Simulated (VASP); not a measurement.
# Si4HO7 (a cell with a defect) in VASP: settings compared

Si4HO7 (a cell with a defect) is run at these levels: PBEsol, revPBE; tasks: single point.

Everything below comes from runs of VASP 6.6.1. Logs are shortened: lines on timing, memory, paths and dates and some standing lists are left out, and cuts for length are marked.

### 1 The cell of the first run

The cell holds a defect, 12 atoms: a = 4.194 Å, b = 4.194 Å, c = 5.357 Å, α = 90.00°, β = 90.00°, γ = 90.00°.

### 2 Single point, PBEsol, collinear spin

INCAR

```
  PREC = Accurate
  ENCUT = 520
  EDIFF = 1E-6
  ISMEAR = -1
  SIGMA = 0.05
  LREAL = F
  LASPH = T
  NELM = 150
  ALGO = Normal
  ISIF = 2
  LWAVE = F
  LCHARG = T
  ISPIN = 2
  MAGMOM = 0 0.25 0.25 0.25 0 0 0 0 0 0 0 0.25
  LORBIT = 11
  GGA = PS
  LELF = T
  LVHAR = T
  NBANDS = 46
```

KPOINTS

```
Automatic mesh
0
Gamma
  2 2 2
  0.5 0.5 0.5
```

POSCAR

```
Si4HO7
1.0
    4.1943470000      0.0000000000      0.0000000000
    0.0000000000      4.1943470000      0.0000000000
    0.0000000000      0.0000000000      5.3570950000
Si O H
4 7 1
Direct
    0.0018000000      0.0034690000      0.0021060000
    0.9998340000      0.0032460000      0.5022060000
    0.4956550000      0.5057230000      0.2452320000
    0.4913890000      0.4995380000      0.7514440000
    0.3003660000      0.3111780000      0.0067980000
    0.6921620000      0.6986830000      0.0041960000
    0.6866400000      0.7044520000      0.5020670000
    0.2011680000      0.8004720000      0.2512670000
    0.1983270000      0.8044930000      0.7461320000
    0.8080040000      0.1974570000      0.2531450000
    0.8044290000      0.1912120000      0.7519450000
    0.3047970000      0.3067700000      0.5016430000
```

Potentials or basis: VASP PAW PBE potentials, release 64 (Si, O, H).

Launch:

```console
$ cat potpaw_PBE.64/Si/POTCAR potpaw_PBE.64/O/POTCAR potpaw_PBE.64/H/POTCAR > POTCAR
$ mpirun -np 1 vasp_std > vasp.out
```

OUTCAR:

```text
PREC = Accurate
   ENCUT = 520
   EDIFF = 1E-6
   ISMEAR = -1
   LREAL = F
   LASPH = T
   NELM = 150
   ISIF = 2
   ISPIN = 2
   LORBIT = 11
   GGA = PS

 ion  position               nearest neighbor table
   1  0.002  0.003  0.002-  11 1.76  10 1.77   8 1.79   5 1.80   9 1.80   6 1.82   2 2.68   2 2.68

   2  1.000  0.003  0.502-  11 1.76  10 1.76   9 1.76   8 1.80  12 1.80   7 1.82   1 2.68   1 2.68

   3  0.496  0.506  0.245-   5 1.72   6 1.73   8 1.75  12 1.80   7 1.80  10 1.84   4 2.65   4 2.71

   4  0.491  0.500  0.751-  12 1.75   5 1.77   9 1.77   7 1.79   6 1.80  11 1.84   3 2.65   3 2.71

   5  0.300  0.311  0.007-   3 1.72   4 1.77   1 1.80
   6  0.692  0.699  0.004-   3 1.73   4 1.80   1 1.82
   7  0.687  0.704  0.502-   4 1.79   3 1.80   2 1.82
   8  0.201  0.800  0.251-   3 1.75   1 1.79   2 1.80
   9  0.198  0.804  0.746-   2 1.76   4 1.77   1 1.80
  10  0.808  0.197  0.253-   2 1.76   1 1.77   3 1.84
  11  0.804  0.191  0.752-   2 1.76   1 1.76   4 1.84
  12  0.305  0.307  0.502-   4 1.75   3 1.80   2 1.80

  LATTYP: Found a simple tetragonal cell.
 ALAT       =     4.1943470000
 C/A-ratio  =     1.2772178840

  Lattice vectors:

 A1 = (   4.1943470000,   0.0000000000,   0.0000000000)
 A2 = (   0.0000000000,   4.1943470000,   0.0000000000)
 A3 = (   0.0000000000,   0.0000000000,   5.3570950000)

Analysis of symmetry for initial positions (statically):
=====================================================================
 Subroutine PRICEL returns:
 Original cell was already a primitive cell.

 Routine SETGRP: Setting up the symmetry group for a
 simple tetragonal supercell.

 Subroutine GETGRP returns: Found  1 space group operations
 (whereof  1 operations were pure point group operations)
 out of a pool of 16 trial point group operations.

The static configuration has the point symmetry C_1 .

Analysis of symmetry for dynamics (positions and initial velocities):
=====================================================================
 Subroutine PRICEL returns:
 Original cell was already a primitive cell.

 Routine SETGRP: Setting up the symmetry group for a
 simple tetragonal supercell.

 Subroutine GETGRP returns: Found  1 space group operations
 (whereof  1 operations were pure point group operations)
 out of a pool of 16 trial point group operations.

The dynamic configuration has the point symmetry C_1 .

Analysis of structural, dynamic, and magnetic symmetry:
=====================================================================
 Subroutine PRICEL returns:
 Original cell was already a primitive cell.

 Routine SETGRP: Setting up the symmetry group for a
 simple tetragonal supercell.

 Subroutine GETGRP returns: Found  1 space group operations
 (whereof  1 operations were pure point group operations)
 out of a pool of 16 trial point group operations.

The overall configuration has the point symmetry C_1 .

 Subroutine INISYM returns: Found  1 space group operations
 (whereof  1 operations are pure point group operations),
 and found     1 'primitive' translations

----------------------------------------------------------------------------------------

                                     Primitive cell

  volume of cell :      94.2449

  direct lattice vectors                    reciprocal lattice vectors
     4.194347000  0.000000000  0.000000000     0.238416135  0.000000000  0.000000000
     0.000000000  4.194347000  0.000000000     0.000000000  0.238416135  0.000000000
     0.000000000  0.000000000  5.357095000     0.000000000  0.000000000  0.186668334

  length of vectors
     4.194347000  4.194347000  5.357095000     0.238416135  0.238416135  0.186668334

  position of ions in fractional coordinates (direct lattice)
     0.001800000  0.003469000  0.002106000
     0.999834000  0.003246000  0.502206000
     0.495655000  0.505723000  0.245232000
     0.491389000  0.499538000  0.751444000
     0.300366000  0.311178000  0.006798000
     0.692162000  0.698683000  0.004196000
     0.686640000  0.704452000  0.502067000
     0.201168000  0.800472000  0.251267000
     0.198327000  0.804493000  0.746132000
     0.808004000  0.197457000  0.253145000
     0.804429000  0.191212000  0.751945000
     0.304797000  0.306770000  0.501643000

  ion indices of the primitive-cell ions
   primitive index   ion index
                 1           1
                 2           2
                 3           3
                 4           4
                 5           5
                 6           6
                 7           7
                 8           8
                 9           9
                10          10
                11          11
                12          12

----------------------------------------------------------------------------------------

 KPOINTS: Automatic mesh

Automatic generation of k-mesh.
 Grid dimensions read from file:
 generate k-points for:    2    2    2

 Generating k-lattice:

  Cartesian coordinates                     Fractional coordinates (reciprocal lattice)
     0.119208067  0.000000000  0.000000000     0.500000000  0.000000000  0.000000000
     0.000000000  0.119208067  0.000000000     0.000000000  0.500000000  0.000000000
     0.000000000  0.000000000  0.093334167     0.000000000  0.000000000  0.500000000

  Length of vectors
     0.119208067  0.119208067  0.093334167

  Shift w.r.t. Gamma in fractional coordinates (k-lattice)
     0.500000000  0.500000000  0.500000000

 Subroutine IBZKPT returns following result:
 ===========================================

 Found      4 irreducible k-points:

 Following reciprocal coordinates:
            Coordinates               Weight
  0.250000  0.250000  0.250000      2.000000
 -0.250000  0.250000  0.250000      2.000000
 -0.250000 -0.250000  0.250000      2.000000
  0.250000 -0.250000  0.250000      2.000000
   k-points           NKPTS =      4   k-points in BZ     NKDIM =      4   number of bands    NBANDS=     46
   number of dos      NEDOS =    301   number of ions     NIONS =     12
   total plane-waves  NPLWV =  40960
   dimension x,y,z NGX =    32 NGY =   32 NGZ =   40
   dimension x,y,z NGXF=    64 NGYF=   64 NGZF=   80
   ions per type =               4   7   1
   NGX,Y,Z   is equivalent  to a cutoff of  12.68, 12.68, 12.41 a.u.
   NGXF,Y,Z  is equivalent  to a cutoff of  25.37, 25.37, 24.83 a.u.
 SYSTEM =  unknown system
   PREC   = accura    normal or accurate (medium, high low for compatibility)
   ISTART =      0    job   : 0-new  1-cont  2-samecut
   ICHARG =      2    charge: 1-file 2-atom 10-const
   ISPIN  =      2    spin polarized calculation?
   LNONCOLLINEAR =      F non collinear calculations
   LSORBIT =      F    spin-orbit coupling
   LASPH  =      T    aspherical Exc in radial PAW
   ENCUT  =  520.0 eV  38.22 Ry    6.18 a.u.   7.80  7.80  9.96*2*pi/ulx,y,z
   NELM   =    150;   NELMIN=  2; NELMDL= -5     # of ELM steps
   EDIFF  = 0.1E-05   stopping-criterion for ELM
   LREAL  =      F    real-space projection
   EDIFFG = 0.1E-04   stopping-criterion for IOM
   NSW    =      0    number of steps for IOM
   IBRION =     -1    ionic relax: 0-MD 1-quasi-New 2-CG
   NFREE  =      0    steps in history (QN), initial steepest desc. (CG)
   ISIF   =      2    stress and relaxation
   ISYM   =      2    0-nonsym 1-usesym 2-fastsym
   POTIM  = 0.5000    time-step for ionic-motion
   TEBEG  =    0.0;   TEEND  =   0.0 temperature during run
   PSTRESS=    0.0 pullay stress
   NELECT =      59.0000    total number of electrons
   NUPDOWN=      -1.0000    fix difference up-down
   EMIN   =  10.00;   EMAX   =-10.00  energy-range for DOS
   EFERMI =   0.00;   METHOD = LEGACY
   ISMEAR =    -1;   SIGMA  =   0.05  broadening in eV -4-tet -1-fermi 0-gaus
   EFERMI_NEDOS =   21; number of points for ismear=-14 and -15
   IALGO  =     38    algorithm
   IMIX   =      4    mixing-type and parameters
     AMIX     =   0.40;   BMIX     =  1.00
     AMIX_MAG =   1.60;   BMIX_MAG =  1.00
  volume/ion in A,a.u.               =       7.85        53.00
  Fermi-wavevector in a.u.,A,eV,Ry     =   1.400467  2.646498 26.685205  1.961307
  Thomas-Fermi vector in A             =   2.523424
   LORBIT       =     11    0 simple, 1 ext, 2 COOP (PROOUT), +10 PAW based schemes
   GGA     = PS    functional components
   LHFCALC =     F    Hartree Fock is set to
   AEXX    =    0.0000 exact exchange contribution
   IVDW    =     0    specifies the selected vdW correction
   LEPSILON=     F    determine dielectric tensor
   LRPA    =     F    only Hartree local field effects (RPA)
 spin polarized calculation
  energy-cutoff  :      520.00
  volume of cell :       94.24
 maximum number of plane-waves:      2535
   NGX = 15   NGY = 15   NGZ = 19

 number of electron      59.0000000 magnetization      -0.0030103

 number of electron      59.0000000 magnetization       0.0010394

 Free energy of the ion-electron system (eV)
  ---------------------------------------------------
  ext. energy  EPLUGINS =         0.00000000
  ---------------------------------------------------
  free energy    TOTEN  =       -88.31087149 eV

  energy without entropy =      -88.30316421  energy(sigma->0) =      -88.30701785

 E-fermi :  11.8492     XC(G=0): -12.1983

 val. band max:       11.6564314705   @ k =   0.2500   0.2500   0.2500
 cond. band min:      12.0479437824   @ k =   0.2500   0.2500   0.2500
 fundamental gap:      0.3915123120
 Fermi energy:        11.8491851925

 spin component 1

 k-point     1 :       0.2500    0.2500    0.2500
  band No.  band energies     occupation
      1     -13.8807      1.00000
      2     -12.6647      1.00000
      3     -12.1280      1.00000
      4     -11.4432      1.00000
      5     -11.0935      1.00000
      6     -10.8294      1.00000
[... 165 lines left out ...]
     40      19.5342      0.00000
     41      19.6598      0.00000
 Fermi energy:        11.8491851925

 spin component 2

 k-point     1 :       0.2500    0.2500    0.2500
  band No.  band energies     occupation
      1     -13.8811      1.00000
      2     -12.6651      1.00000
      3     -12.1277      1.00000
      4     -11.4452      1.00000
      5     -11.0948      1.00000
      6     -10.8312      1.00000
[... 165 lines left out ...]
     40      19.5391      0.00000
     41      19.6648      0.00000
 [bands above 41 left out]

------------------------ aborting loop because EDIFF is reached ----------------------------------------

  FORCE on cell =-STRESS in cart. coord.  units (eV):
  Direction    XX          YY          ZZ          XY          YZ          ZX
  --------------------------------------------------------------------------------------
  -------------------------------------------------------------------------------------
  Total        4.3144795      3.8575141      8.4353524     -0.4486541     -0.0995713     -0.0284723
  in kB       73.3467586     65.5782825    143.4021796     -7.6271823     -1.6927254     -0.4840323
  external PRESSURE =      94.1090736 kB  Pullay stress =       0.0000000 kB

 VOLUME and BASIS-vectors are now :
 -----------------------------------------------------------------------------
  energy-cutoff  :      520.00
  volume of cell :       94.24
      direct lattice vectors                 reciprocal lattice vectors
     4.194347000  0.000000000  0.000000000     0.238416135  0.000000000  0.000000000
     0.000000000  4.194347000  0.000000000     0.000000000  0.238416135  0.000000000
     0.000000000  0.000000000  5.357095000     0.000000000  0.000000000  0.186668334

 POSITION                                       TOTAL-FORCE (eV/Angst)
 -----------------------------------------------------------------------------------
      0.00755      0.01455      0.01128        -0.205162     -0.446822      0.078250
      4.19365      0.01361      2.69037        -0.844666     -1.052048     -0.300779
      2.07895      2.12118      1.31373         1.379643      0.572861      0.548605
      2.06106      2.09524      4.02556         1.406298      0.892145      0.427327
      1.25984      1.30519      0.03642        -0.150336     -0.661178     -0.579849
      2.90317      2.93052      0.02248         0.290523     -0.098366     -0.616607
      2.88001      2.95472      2.68962         0.381795     -0.553957     -0.158891
      0.84377      3.35746      1.34606        -0.957979      0.731566      0.024580
      0.83185      3.37432      3.99710        -0.447829      0.272446      0.657061
      3.38905      0.82820      1.35612        -0.274588      0.191061     -0.110002
      3.37405      0.80201      4.02824        -0.167839      0.637579      0.060038
      1.27842      1.28670      2.68735        -0.409861     -0.485287     -0.029733
 -----------------------------------------------------------------------------------
    total drift:                                0.000128     -0.000189      0.000927

  FREE ENERGIE OF THE ION-ELECTRON SYSTEM (eV)
  ---------------------------------------------------
  free  energy   TOTEN  =       -88.3108714934 eV

  energy  without entropy=      -88.3031642096  energy(sigma->0) =      -88.30701785

 total charge

# of ion       s       p       d       tot
------------------------------------------
    1        0.599   0.852   0.000   1.451
    2        0.668   0.836   0.000   1.504
    3        0.649   0.872   0.000   1.521
    4        0.663   0.836   0.000   1.499
    5        1.560   3.659   0.000   5.219
    6        1.545   3.665   0.000   5.210
    7        1.552   3.629   0.000   5.181
    8        1.554   3.644   0.000   5.198
    9        1.556   3.639   0.000   5.195
   10        1.553   3.634   0.000   5.187
   11        1.555   3.634   0.000   5.190
   12        0.570   0.026   0.000   0.596
--------------------------------------------------
tot         14.025  28.925   0.000  42.950

 magnetization (x)

# of ion       s       p       d       tot
------------------------------------------
    1        0.000   0.000   0.000   0.000
    2       -0.007  -0.002   0.000  -0.009
    3        0.003   0.002   0.000   0.005
    4        0.003   0.002   0.000   0.005
    5        0.000   0.002   0.000   0.002
    6       -0.000  -0.000   0.000  -0.000
    7       -0.001   0.000   0.000  -0.000
    8       -0.000  -0.001   0.000  -0.001
    9       -0.000  -0.001   0.000  -0.001
   10       -0.000  -0.001   0.000  -0.001
   11       -0.000  -0.001   0.000  -0.001
   12       -0.000  -0.000   0.000  -0.000
--------------------------------------------------
tot         -0.001  -0.000   0.000  -0.001
```

Run time: 76 s. Hardware: 1 thread of AMD EPYC 7R13, shared host; peak memory 0.2 GiB.

Results:

* Free energy: -88.3109 eV
* Pressure: 9.4 GPa
* Largest force: 1.719 eV/Å
* Net moment: 0.00 μB per cell
* Valence electrons inside the program's atomic spheres: Si 1.45, 1.50, 1.52; O 5.22, 5.21, 5.18, 5.20, 5.19; H 0.60

Forces in eV/Å, atoms in the order of the input:
```
Si  -0.205 -0.447  0.078
Si  -0.845 -1.052 -0.301
Si   1.380  0.573  0.549
Si   1.406  0.892  0.427
O   -0.150 -0.661 -0.580
O    0.291 -0.098 -0.617
O    0.382 -0.554 -0.159
O   -0.958  0.732  0.025
O   -0.448  0.272  0.657
O   -0.275  0.191 -0.110
O   -0.168  0.638  0.060
H   -0.410 -0.485 -0.030
```

Stress tensor (GPa, compression positive):
```
 7.33 -0.76 -0.05
-0.76  6.56 -0.17
-0.05 -0.17 14.34
```

Caveat: the k points lie up to 0.75 Å⁻¹ apart; the PAW data sets were made with another functional, which shifts forces and pressure a little.

### 3 Single point, revPBE, collinear spin

INCAR

```
PREC     = Accurate       # precision mode
ENCUT    = 520            # plane-wave cutoff, eV
EDIFF    = 1E-6           # SCF threshold, eV
ISMEAR   = -1             # smearing method
SIGMA    = 0.05           # smearing width, eV
LREAL    = False          # projectors in reciprocal space
LASPH    = True           # aspherical terms in the spheres
NELM     = 150            # most SCF steps
ALGO     = Normal         # electronic algorithm
ISIF     = 2              # what is computed and relaxed
LWAVE    = False          # write WAVECAR
LCHARG   = False          # write CHGCAR
ISPIN    = 2              # spin polarisation
MAGMOM   = 0 0.25 0.25 0.25 0 0 0 0 0 0 0 0.25 # initial moments
LORBIT   = 11             # projections on sites
GGA      = RE             # functional
NELECT   = 61.0         
NBANDS   = 46             # bands
```

KPOINTS is that of step 2.

POSCAR is that of step 2.

Potentials or basis: VASP PAW PBE potentials, release 64 (Si, O, H).

Launch:

```console
$ cat potpaw_PBE.64/Si/POTCAR potpaw_PBE.64/O/POTCAR potpaw_PBE.64/H/POTCAR > POTCAR
$ mpirun -np 1 vasp_std > vasp.out
```

Wall time 71 s (1 thread of AMD EPYC 7R13, shared host); peak memory 0.19 GiB.

The run converged. Its results:

```yaml
Free_energy: -53.8586 eV
Largest_force: 3.950 eV/Å
Net_moment: 0.98 μB per cell
Site_moments: Si +0.00, +0.13, +0.11, +0.12; O +0.03, -0.00, +0.04; H +0.01 μB
Valence_electrons_inside_the_program's_atomic_spheres: Si 1.53, 1.69, 1.70, 1.68; O 5.32, 5.30, 5.27, 5.29, 5.28; H 0.60
```

Forces in eV/Å, atoms in the order of the input:
```
Si   0.751  0.690  0.028
Si   1.092  1.135 -0.156
Si  -1.024 -1.670  2.760
Si  -0.988 -1.322 -1.849
O   -0.831 -1.153 -0.501
O    0.633  0.235 -0.529
O    3.158  2.367 -0.158
O   -1.148  0.406 -2.282
O   -0.694 -0.051  2.882
O   -0.378 -0.272 -2.456
O   -0.242  0.052  2.446
H   -0.328 -0.417 -0.184
```

Levels at points of the mesh, in eV from the Fermi level:
Spin up:
```
           k point  band 28  band 29  band 30  band 31  band 32  band 33  band 34  band 35
(0.25, 0.25, 0.25)    -7.40    -7.11    -1.26    -0.83     1.85     2.12     2.67     3.01
```
Spin down:
| k point | band 28 | band 29 | band 30 | band 31 | band 32 | band 33 |
| --- | --- | --- | --- | --- | --- | --- |
| (0.25, 0.25, 0.25) | -7.20 | -7.05 | -0.65 | -0.20 | 1.92 | 2.23 |

Caveat: the k points lie up to 0.75 Å⁻¹ apart; the cell carries a net charge on a neutralising background, which shifts energy and pressure; the cell is charged against a uniform background, so pressure and absolute levels hang on convention; the PAW data sets were made with another functional, which shifts forces and pressure a little.
